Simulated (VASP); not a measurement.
# Pr3B (Fm-3m) in VASP: notebook, part 2 of 2

VASP 6.6.1.

### 5 Single point, PBE

This run uses another cell than the first one, of 25.73 Å³/atom.

Input file INCAR:

```
PREC = Accurate
ENCUT = 500
EDIFF = 1E-6
ISMEAR = 0
SIGMA = 0.1
LREAL = F
LASPH = T
NELM = 200
ALGO = Normal
ISIF = 2
LWAVE = F
LCHARG = F
GGA = PE
NBANDS = 26
GGA_COMPAT = F
LMAXMIX = 6
```

Input file KPOINTS:

```
Automatic mesh
0
Gamma
  12 12 12
```

Input file POSCAR:

```
Pr3B
1.0
    0.0000000000      3.7196621274      3.7196621274
    3.7196621274      0.0000000000      3.7196621274
    3.7196621274      3.7196621274      0.0000000000
Pr B
3 1
Direct
    0.7500000000      0.7500000000      0.7500000000
    0.2500000000      0.2500000000      0.2500000000
    0.0000000000      0.0000000000      0.0000000000
    0.5000000000      0.5000000000      0.5000000000
```

Launch:

```sh
> cat potpaw_PBE.64/Pr_3/POTCAR potpaw_PBE.64/B/POTCAR > POTCAR
> mpirun -np 1 vasp_std > vasp.out
```

It took 2 min on 1 thread of Intel Xeon 6975P-C (Granite Rapids), shared host; peak memory 0.34 GiB.

It converged, with:

```yaml
Free_energy: -17.9055 eV
Pressure: -0.1 GPa
Band_gap_on_the_k_mesh: zero (bands 18 and 19 overlap by 0.40 eV)
```

Levels at points of the mesh, in eV from the Fermi level:
```tsv
k point	band 16	band 17	band 18	band 19	band 20	band 21
(0.00, 0.00, 0.00)	-1.40	-1.40	-1.40	0.67	1.10	1.10
(0.50, 0.00, 0.00)	-1.82	-0.12	0.02	0.02	1.35	1.35
(0.50, 0.50, 0.00)	-0.38	-0.23	-0.23	-0.15	0.00	0.00
```

Caveat: spin-orbit coupling is left out, which moves the levels of the heavy elements; the 4f electrons are frozen in the core, so they carry no moment and show no levels.

### 6 Relaxation of cell and atoms, PBE

This run uses another cell than the first one, of 25.73 Å³/atom.

Input file INCAR:

```
  PREC = Accurate
  ENCUT = 500
  EDIFF = 1E-7
  ISMEAR = 0
  SIGMA = 0.1
  LREAL = False
  LASPH = True
  NELM = 200
  ALGO = Normal
  ISIF = 3
  LWAVE = False
  LCHARG = False
  GGA = PE
  IBRION = 2
  NSW = 100
  EDIFFG = -0.01
  GGA_COMPAT = False
  NELMIN = 4
  LMAXMIX = 6
```

KPOINTS is that of step 5.

POSCAR is that of step 5.

Potentials or basis: VASP PAW PBE potentials, release 64 (Pr_3, B), 4f in core.

Launch:

```sh
> cat potpaw_PBE.64/Pr_3/POTCAR potpaw_PBE.64/B/POTCAR > POTCAR
> mpirun -np 1 vasp_std > vasp.out
```

OUTCAR:

```text
PREC = Accurate
   ENCUT = 500
   EDIFF = 1E-7
   ISMEAR = 0
   LREAL = False
   LASPH = True
   NELM = 200
   ISIF = 3
   GGA = PE
   IBRION = 2
   NSW = 100
   EDIFFG = -0.01
   NELMIN = 4

 ion  position               nearest neighbor table
   1  0.750  0.750  0.750-   3 3.22   3 3.22   3 3.22   3 3.22   2 3.72   2 3.72   2 3.72   2 3.72
                             2 3.72   2 3.72
   2  0.250  0.250  0.250-   3 3.22   3 3.22   3 3.22   3 3.22   1 3.72   1 3.72   1 3.72   1 3.72
                             1 3.72   1 3.72
   3  0.000  0.000  0.000-   1 3.22   2 3.22   1 3.22   1 3.22   1 3.22   2 3.22   2 3.22   2 3.22
[... 853 lines left out ...]
  -------------------------------------------------------------------------------------
  Total       -0.0055656     -0.0055656     -0.0055656      0.0000000     -0.0000000      0.0000000
  in kB       -0.0867681     -0.0867681     -0.0867681      0.0000000     -0.0000000      0.0000000
  external PRESSURE =      -0.0867681 kB  Pullay stress =       0.0000000 kB

 VOLUME and BASIS-vectors are now :
 -----------------------------------------------------------------------------
  energy-cutoff  :      500.00
  volume of cell :      102.77
      direct lattice vectors                 reciprocal lattice vectors
    -0.000000000  3.717729479  3.717729479    -0.134490689  0.134490689  0.134490689
     3.717729479  0.000000000  3.717729479     0.134490689 -0.134490689  0.134490689
     3.717729479  3.717729479 -0.000000000     0.134490689  0.134490689 -0.134490689

 POSITION                                       TOTAL-FORCE (eV/Angst)
 -----------------------------------------------------------------------------------
      5.57659      5.57659      5.57659        -0.000000     -0.000000     -0.000000
      1.85886      1.85886      1.85886         0.000000      0.000000      0.000000
      3.71773      3.71773      7.43546        -0.000000      0.000000     -0.000000
      3.71773      3.71773      3.71773        -0.000000      0.000000     -0.000000
 -----------------------------------------------------------------------------------
    total drift:                               -0.000000     -0.000000      0.000000

  FREE ENERGIE OF THE ION-ELECTRON SYSTEM (eV)
  ---------------------------------------------------
  free  energy   TOTEN  =       -17.9055196976 eV

  energy  without entropy=      -17.8722987386  energy(sigma->0) =      -17.88890922

 reached required accuracy - stopping structural energy minimisation
```

OSZICAR:

```text
N       E                     dE             d eps       ncg     rms          rms(c)
DAV:   1     0.283935438572E+03    0.28394E+03   -0.17350E+04  3168   0.149E+03
DAV:   2     0.936828133995E-01   -0.28384E+03   -0.28001E+03  3612   0.352E+02
[... 21 lines left out ...]
DAV:   6    -0.179055188186E+02   -0.20287E-04   -0.14702E-05  4402   0.267E-02    0.204E-03
DAV:   7    -0.179055191309E+02   -0.31235E-06   -0.18479E-06  4288   0.577E-03    0.114E-03
DAV:   8    -0.179055198052E+02   -0.67432E-06   -0.26528E-07  3094   0.312E-03    0.113E-03
DAV:   9    -0.179055195307E+02    0.27458E-06   -0.65987E-08  1878   0.200E-03    0.232E-04
DAV:  10    -0.179055197268E+02   -0.19609E-06   -0.29700E-08  1818   0.899E-04    0.174E-04
DAV:  11    -0.179055196976E+02    0.29132E-07   -0.13495E-08  1794   0.690E-04
   2 F= -.17905520E+02 E0= -.17888909E+02  d E =-.373913E-04
```

Wall time 4.4 min (1 thread of Intel Xeon 6975P-C (Granite Rapids), shared host); peak memory 0.33 GiB.

What came out:

| Quantity | Value |
| --- | --- |
| Free energy | -17.9055 eV |
| Relaxed volume | 25.69 Å³/atom |
| Relaxed cell | a = 5.258 Å, b = 5.258 Å, c = 5.258 Å, α = 60.00°, β = 60.00°, γ = 60.00° |
| Space group after relaxing (to 0.1 Å) | Fm-3m (No. 225) |
| Energy gained by relaxing | 0.0 meV/atom |
| Ionic steps | 2 |
| Pressure after relaxing | 0.0 GPa |
| Band gap on the k mesh | zero (bands 18 and 19 overlap by 0.40 eV) |

Final structure:
```
Pr B
1.0
     0.00000    3.71773    3.71773
     3.71773    0.00000    3.71773
     3.71773    3.71773    0.00000
Pr B
3 1
Direct
  0.75000 0.75000 0.75000
  0.25000 0.25000 0.25000
  0.00000 0.00000 0.00000
  0.50000 0.50000 0.50000
```

Caveat: spin-orbit coupling is left out, which moves the levels of the heavy elements; the 4f electrons are frozen in the core, so they carry no moment and show no levels.

### 7 Overview

| task | cell | k mesh | gap on the mesh (eV) | pressure (GPa) | relaxed volume (Å³/atom) |
| --- | --- | --- | --- | --- | --- |
| single point | a = 5.016 Å, angles 60.0°, 4 atoms | 4 × 4 × 4 | none | 8.1 | - |
| single point | a = 5.260 Å, angles 60.0°, 4 atoms | 4 × 4 × 4 | none | -0.3 | - |
| relaxation of cell and atoms | relaxed from a = 5.016 Å, angles 60.0°, 4 atoms | 4 × 4 × 4 | none | 0.0 | 25.56 |
| single point | a = 5.260 Å, angles 60.0°, 4 atoms | 12 × 12 × 12 | none | -0.1 | - |
| relaxation of cell and atoms | relaxed from a = 5.260 Å, angles 60.0°, 4 atoms | 12 × 12 × 12 | none | 0.0 | 25.69 |

Alike in all rows: level PBE; potentials or basis VASP PAW PBE potentials, release 64 (Pr_3, B), 4f in core; no spin polarisation; cutoff (eV) 500; smearing gaussian 0.1 eV.

Caveats: some runs use coarse meshes; spin-orbit coupling is left out, which moves the levels of the heavy elements; the 4f electrons are frozen in the core, so they carry no moment and show no levels.

Total energies depend on the potentials used, so only differences within one code and one set of settings carry meaning.
